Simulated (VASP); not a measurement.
# Ga2O3 (R-3c) in VASP: relaxation of cell and atoms with PBE

Aim: the relaxation of cell and atoms of Ga2O3 with PBE.

Program: VASP 6.6.1. These are calculated values, not measurements. Logs are shortened: lines on timing, memory, paths and dates and some standing lists are left out, and cuts for length are marked.

## Step 1: The cell of the first run

The structure is trigonal, space group R-3c (No. 167). The conventional cell has a = 4.818 Å, b = 4.818 Å, c = 13.152 Å, α = 90.00°, β = 90.00°, γ = 120.00°. Ga (site symmetry 3) has 6 O at 1.88 to 1.99 Å within 2.5 Å. Within 2.5 Å of O (site symmetry 2) lie 4 Ga at 1.88 to 1.99 Å.

## Step 2: Relaxation of cell and atoms, PBE

Input file INCAR:

```
SYSTEM = Ga2O3
ALGO = Normal
EDIFF = 1E-6
EDIFFG = -0.005
ENCUT = 600
GGA = PE
IBRION = 2
ISIF = 3
ISMEAR = -1
LASPH = .True.
LCHARG = .False.
LREAL = .False.
LWAVE = .False.
NELM = 100
NSW = 80
PREC = Accurate
SIGMA = 0.02
```

Input file KPOINTS:

```
k-points
0
Gamma
  6 6 6
  0 0 0
```

Input file POSCAR:

```
Ga2O3
1.0
    2.4090659200      1.3908748600      4.3840082800
   -2.4090659200      1.3908748600      4.3840082800
    0.0000000000     -2.7817497200      4.3840082800
Ga O
4 6
Direct
    0.1479040000      0.1479040000      0.1479040000
    0.3520960000      0.3520960000      0.3520960000
    0.6479040000      0.6479040000      0.6479040000
    0.8520960000      0.8520960000      0.8520960000
    0.9438545000      0.5561455000      0.2500000000
    0.4438545000      0.7500000000      0.0561455000
    0.5561455000      0.2500000000      0.9438545000
    0.2500000000      0.9438545000      0.5561455000
    0.7500000000      0.0561455000      0.4438545000
    0.0561455000      0.4438545000      0.7500000000
```

Potentials or basis: VASP PAW PBE potentials, release 64 (Ga_d, O).

Run with:

```
$ cat potpaw_PBE.64/Ga_d/POTCAR potpaw_PBE.64/O/POTCAR > POTCAR
$ mpirun -np 1 vasp_std > vasp.out
```

OUTCAR:

```text
SYSTEM = Ga2O3
   EDIFF = 1E-6
   EDIFFG = -0.005
   ENCUT = 600
   GGA = PE
   IBRION = 2
   ISIF = 3
   ISMEAR = -1
   LASPH = .True.
   LREAL = .False.
   NELM = 100
   NSW = 80
   PREC = Accurate

 ion  position               nearest neighbor table
   1  0.148  0.148  0.148-   6 1.88  10 1.88   9 1.88   5 1.99   7 1.99   8 1.99   2 2.69   4 2.83
                             4 2.83   4 2.83
   2  0.352  0.352  0.352-   9 1.88  10 1.88   6 1.88   5 1.99   7 1.99   8 1.99   1 2.69   3 2.83
                             3 2.83   3 2.83
   3  0.648  0.648  0.648-   8 1.88   5 1.88   7 1.88  10 1.99   9 1.99   6 1.99   4 2.69   2 2.83
                             2 2.83   2 2.83
   4  0.852  0.852  0.852-   7 1.88   5 1.88   8 1.88  10 1.99   9 1.99   6 1.99   3 2.69   1 2.83
                             1 2.83   1 2.83
   5  0.944  0.556  0.250-   3 1.88   4 1.88   1 1.99   2 1.99
   6  0.444  0.750  0.056-   1 1.88   2 1.88   3 1.99   4 1.99
   7  0.556  0.250  0.944-   4 1.88   3 1.88   1 1.99   2 1.99
   8  0.250  0.944  0.556-   3 1.88   4 1.88   1 1.99   2 1.99
   9  0.750  0.056  0.444-   2 1.88   1 1.88   3 1.99   4 1.99
  10  0.056  0.444  0.750-   1 1.88   2 1.88   3 1.99   4 1.99

  LATTYP: Found a trigonal (rhomboedric) cell.
 ALAT       =     5.1920766637
 COS(alpha) =     0.5694286074

  Lattice vectors:

 A1 = (   2.4090659200,   1.3908748600,   4.3840082800)
 A2 = (  -2.4090659200,   1.3908748600,   4.3840082800)
 A3 = (   0.0000000000,  -2.7817497200,   4.3840082800)

Analysis of symmetry for initial positions (statically):
=====================================================================
 Subroutine PRICEL returns:
 Original cell was already a primitive cell.

 Routine SETGRP: Setting up the symmetry group for a
 trigonal (rhombohedral) supercell.

 Subroutine GETGRP returns: Found 12 space group operations
 (whereof  6 operations were pure point group operations)
 out of a pool of 12 trial point group operations.

The static configuration has the point symmetry S_6 .
 The point group associated with its full space group is D_3d.

Analysis of symmetry for dynamics (positions and initial velocities):
=====================================================================
 Subroutine PRICEL returns:
 Original cell was already a primitive cell.

 Routine SETGRP: Setting up the symmetry group for a
 trigonal (rhombohedral) supercell.

 Subroutine GETGRP returns: Found 12 space group operations
 (whereof  6 operations were pure point group operations)
 out of a pool of 12 trial point group operations.

The dynamic configuration has the point symmetry S_6 .
 The point group associated with its full space group is D_3d.

 Subroutine INISYM returns: Found 12 space group operations
 (whereof  6 operations are pure point group operations),
 and found     1 'primitive' translations

----------------------------------------------------------------------------------------

                                     Primitive cell

  volume of cell :      88.1372

  direct lattice vectors                    reciprocal lattice vectors
     2.409065920  1.390874860  4.384008280     0.207549323  0.119828657  0.076033920
    -2.409065920  1.390874860  4.384008280    -0.207549323  0.119828657  0.076033920
     0.000000000 -2.781749720  4.384008280     0.000000000 -0.239657314  0.076033920

  length of vectors
     5.192076664  5.192076664  5.192076666     0.251429484  0.251429484  0.251429484

  position of ions in fractional coordinates (direct lattice)
     0.147904000  0.147904000  0.147904000
     0.352096000  0.352096000  0.352096000
     0.647904000  0.647904000  0.647904000
     0.852096000  0.852096000  0.852096000
     0.943854500  0.556145500  0.250000000
     0.443854500  0.750000000  0.056145500
     0.556145500  0.250000000  0.943854500
     0.250000000  0.943854500  0.556145500
     0.750000000  0.056145500  0.443854500
     0.056145500  0.443854500  0.750000000

  ion indices of the primitive-cell ions
   primitive index   ion index
                 1           1
                 2           2
                 3           3
                 4           4
                 5           5
[... 23 lines left out ...]

  Shift w.r.t. Gamma in fractional coordinates (k-lattice)
     0.000000000  0.000000000  0.000000000

 Subroutine IBZKPT returns following result:
 ===========================================

 Found     32 irreducible k-points:

 Following reciprocal coordinates:
            Coordinates               Weight
  0.000000  0.000000  0.000000      1.000000
  0.166667 -0.000000  0.000000      6.000000
  0.333333 -0.000000  0.000000      6.000000
  0.500000 -0.000000  0.000000      3.000000
  0.166667  0.166667  0.000000      6.000000
  0.333333  0.166667  0.000000     12.000000
[... 16 lines left out ...]
  0.500000  0.500000  0.166667      6.000000
 -0.333333  0.500000  0.166667     12.000000
 [... further k-points ...]
   k-points           NKPTS =     32   k-points in BZ     NKDIM =     32   number of bands    NBANDS=     52
   number of dos      NEDOS =    301   number of ions     NIONS =     10
   total plane-waves  NPLWV =  74088
   dimension x,y,z NGX =    42 NGY =   42 NGZ =   42
   dimension x,y,z NGXF=    84 NGYF=   84 NGZF=   84
   ions per type =               4   6
   NGX,Y,Z   is equivalent  to a cutoff of  13.45, 13.45, 13.45 a.u.
   NGXF,Y,Z  is equivalent  to a cutoff of  26.90, 26.90, 26.90 a.u.
 SYSTEM =  Ga2O3
   PREC   = accura    normal or accurate (medium, high low for compatibility)
   ISTART =      0    job   : 0-new  1-cont  2-samecut
   ICHARG =      2    charge: 1-file 2-atom 10-const
   ISPIN  =      1    spin polarized calculation?
   LNONCOLLINEAR =      F non collinear calculations
   LSORBIT =      F    spin-orbit coupling
   LASPH  =      T    aspherical Exc in radial PAW
   ENCUT  =  600.0 eV  44.10 Ry    6.64 a.u.  10.37 10.37 10.37*2*pi/ulx,y,z
   NELM   =    100;   NELMIN=  2; NELMDL= -5     # of ELM steps
   EDIFF  = 0.1E-05   stopping-criterion for ELM
   LREAL  =      F    real-space projection
   EDIFFG = -.5E-02   stopping-criterion for IOM
   NSW    =     80    number of steps for IOM
   IBRION =      2    ionic relax: 0-MD 1-quasi-New 2-CG
   NFREE  =      1    steps in history (QN), initial steepest desc. (CG)
   ISIF   =      3    stress and relaxation
   ISYM   =      2    0-nonsym 1-usesym 2-fastsym
   POTIM  = 0.5000    time-step for ionic-motion
   TEBEG  =    0.0;   TEEND  =   0.0 temperature during run
   PSTRESS=    0.0 pullay stress
   NELECT =      88.0000    total number of electrons
   NUPDOWN=      -1.0000    fix difference up-down
   EMIN   =  10.00;   EMAX   =-10.00  energy-range for DOS
   EFERMI =   0.00;   METHOD = LEGACY
   ISMEAR =    -1;   SIGMA  =   0.02  broadening in eV -4-tet -1-fermi 0-gaus
   EFERMI_NEDOS =   21; number of points for ismear=-14 and -15
   IALGO  =     38    algorithm
   IMIX   =      4    mixing-type and parameters
     AMIX     =   0.40;   BMIX     =  1.00
     AMIX_MAG =   1.60;   BMIX_MAG =  1.00
  volume/ion in A,a.u.               =       8.81        59.48
  Fermi-wavevector in a.u.,A,eV,Ry     =   1.636249  3.092061 36.427004  2.677309
  Thomas-Fermi vector in A             =   2.727586
   LORBIT       =      0    0 simple, 1 ext, 2 COOP (PROOUT), +10 PAW based schemes
   GGA     = PE    functional components
   LHFCALC =     F    Hartree Fock is set to
   AEXX    =    0.0000 exact exchange contribution
   IVDW    =     0    specifies the selected vdW correction
   LEPSILON=     F    determine dielectric tensor
   LRPA    =     F    only Hartree local field effects (RPA)
 conjugate gradient relaxation of ions
 non-spin polarized calculation
  energy-cutoff  :      600.00
  volume of cell :       88.14
 maximum number of plane-waves:      2970
 NGX is ok and might be reduce to    42
   NGX = 21   NGY = 21   NGZ = 21

--------------------------------------- Ionic step        1  -------------------------------------------

 number of electron      88.0000011 magnetization

 Free energy of the ion-electron system (eV)
  ---------------------------------------------------
  ext. energy  EPLUGINS =         0.00000000
  ---------------------------------------------------
  free energy    TOTEN  =       -57.99328850 eV

  energy without entropy =      -57.99328850  energy(sigma->0) =      -57.99328850

------------------------ aborting loop because EDIFF is reached ----------------------------------------

  FORCE on cell =-STRESS in cart. coord.  units (eV):
  Direction    XX          YY          ZZ          XY          YZ          ZX
  --------------------------------------------------------------------------------------
  -------------------------------------------------------------------------------------
  Total       21.0990895     21.0990896     19.0897687      0.0000000     -0.0000000      0.0000000
  in kB      383.5437760    383.5437774    347.0179108      0.0000000     -0.0000000      0.0000000
  external PRESSURE =     371.3684881 kB  Pullay stress =       0.0000000 kB
[... 113 lines left out ...]
  FREE ENERGIE OF THE ION-ELECTRON SYSTEM (eV)
  ---------------------------------------------------
  free  energy   TOTEN  =       -59.3488083168 eV

  energy  without entropy=      -59.3488083168  energy(sigma->0) =      -59.34880832

[... ionic steps 4 to 8 ...]

--------------------------------------- Ionic step        9  -------------------------------------------

 number of electron      87.9999990 magnetization

------------------------ aborting loop because EDIFF is reached ----------------------------------------
[... 83 lines left out ...]
--------------------------------------- Ionic step       11  -------------------------------------------

 number of electron      87.9999988 magnetization

 Free energy of the ion-electron system (eV)
  ---------------------------------------------------
  ext. energy  EPLUGINS =         0.00000000
  ---------------------------------------------------
  free energy    TOTEN  =       -59.37947512 eV

  energy without entropy =      -59.37947512  energy(sigma->0) =      -59.37947512

 E-fermi :   4.4667     XC(G=0): -11.9380

 val. band max:        4.0607562792   @ k =  -0.1667   0.1667   0.0000
 cond. band min:       6.4070628182   @ k =   0.0000   0.0000   0.0000
 fundamental gap:      2.3463065389
 Fermi energy:         4.4667410300

 k-point     1 :       0.0000    0.0000    0.0000
  band No.  band energies     occupation
      1     -14.5899      2.00000
      2     -12.7471      2.00000
      3     -12.7471      2.00000
      4     -12.7220      2.00000
      5     -12.7052      2.00000
      6     -12.7052      2.00000
[... 1309 lines left out ...]
     51      13.7513      0.00000
     52      14.5739      0.00000

 [... further k-points ...]

------------------------ aborting loop because EDIFF is reached ----------------------------------------

  FORCE on cell =-STRESS in cart. coord.  units (eV):
  Direction    XX          YY          ZZ          XY          YZ          ZX
  --------------------------------------------------------------------------------------
  -------------------------------------------------------------------------------------
  Total       -0.0014245     -0.0014245     -0.0067576     -0.0000000      0.0000000      0.0000000
  in kB       -0.0225884     -0.0225884     -0.1071564     -0.0000000      0.0000000      0.0000000
  external PRESSURE =      -0.0507778 kB  Pullay stress =       0.0000000 kB
[... 25 lines left out ...]
  FREE ENERGIE OF THE ION-ELECTRON SYSTEM (eV)
  ---------------------------------------------------
  free  energy   TOTEN  =       -59.3794751174 eV

  energy  without entropy=      -59.3794751174  energy(sigma->0) =      -59.37947512

 reached required accuracy - stopping structural energy minimisation
```

It took 17 min on 1 thread of Intel Xeon 6975P-C (Granite Rapids), shared host; peak memory 0.36 GiB.

What came out:

* Free energy: -59.3795 eV
* Relaxed volume: 10.10 Å³/atom
* Relaxed cell: a = 5.406 Å, b = 5.406 Å, c = 5.406 Å, α = 55.87°, β = 55.87°, γ = 55.87°
* Space group after relaxing (to 0.05 Å): R-3c (No. 167)
* Energy gained by relaxing: 138.6 meV/atom
* Ionic steps: 11
* Pressure after relaxing: 0.0 GPa
* Largest force after relaxing: 0.004 eV/Å
* Band gap on the k mesh: 2.35 eV, indirect (least direct gap 2.58 eV)

Forces on the atoms (eV/Å):
```
Ga   0.000  0.000 -0.004
Ga   0.000  0.000  0.004
Ga   0.000  0.000 -0.004
Ga   0.000  0.000  0.004
O    0.004  0.000  0.000
O    0.002  0.003  0.000
O   -0.002 -0.003  0.000
O   -0.002  0.003  0.000
O    0.002 -0.003  0.000
O   -0.004  0.000  0.000
```

The path:
| step | energy change (eV) | largest force (eV/Å) | pressure (GPa) | volume (Å³) |
| --- | --- | --- | --- | --- |
| 1 | 0.0000 | 0.6582 | 37.14 | 88.14 |
| 2 | -0.2061 | 0.2188 | -20.70 | 116.85 |
| 3 | -1.3555 | 0.2751 | -0.81 | 101.52 |
| 4 | -1.3561 | 0.2792 | -0.25 | 101.24 |
| 5 | -1.3557 | 0.2837 | 0.29 | 100.97 |
| 6 | -1.3737 | 0.1863 | 0.33 | 100.93 |
| 7 | -1.3836 | 0.0610 | 0.44 | 100.86 |
| 8 | -1.3856 | 0.0142 | -0.54 | 101.32 |
| 9 | -1.3857 | 0.0211 | -0.39 | 101.25 |
| 10 | -1.3861 | 0.0112 | 0.12 | 100.97 |
| 11 | -1.3862 | 0.0038 | -0.01 | 101.04 |

Final structure:
```
CELL_PARAMETERS angstrom
2.53274 1.46228 4.54689
-2.53274 1.46228 4.54689
0.00000 -2.92456 4.54689
ATOMIC_POSITIONS crystal
Ga 0.14410 0.14410 0.14410
Ga 0.35590 0.35590 0.35590
Ga 0.64410 0.64410 0.64410
Ga 0.85590 0.85590 0.85590
O 0.94687 0.55313 0.25000
O 0.44687 0.75000 0.05313
O 0.55313 0.25000 0.94687
O 0.25000 0.94687 0.55313
O 0.75000 0.05313 0.44687
O 0.05313 0.44687 0.75000
```

Levels at points of the mesh, in eV from the valence-band top:
| k point | band 40 | band 41 | band 42 | band 43 | band 44 | band 45 | band 46 | band 47 | band 48 | band 49 |
| --- | --- | --- | --- | --- | --- | --- | --- | --- | --- | --- |
| (0.00, 0.00, 0.00) | -0.32 | -0.32 | -0.31 | -0.23 | -0.23 | 2.35 | 6.26 | 6.52 | 8.46 | 9.79 |
| (0.50, 0.00, 0.00) | -1.16 | -0.92 | -0.92 | -0.15 | -0.15 | 5.96 | 5.96 | 6.33 | 6.33 | 9.60 |
| (0.50, 0.50, 0.00) | -0.97 | -0.82 | -0.69 | -0.25 | -0.15 | 6.07 | 6.30 | 7.19 | 7.22 | 8.44 |
| (0.50, 0.50, 0.50) | -1.41 | -0.29 | -0.29 | -0.29 | -0.29 | 5.43 | 5.43 | 7.43 | 7.43 | 9.15 |

A k mesh can miss the band edges. Expect the measured gap to be larger: semilocal functionals such as PBE lack the derivative discontinuity.
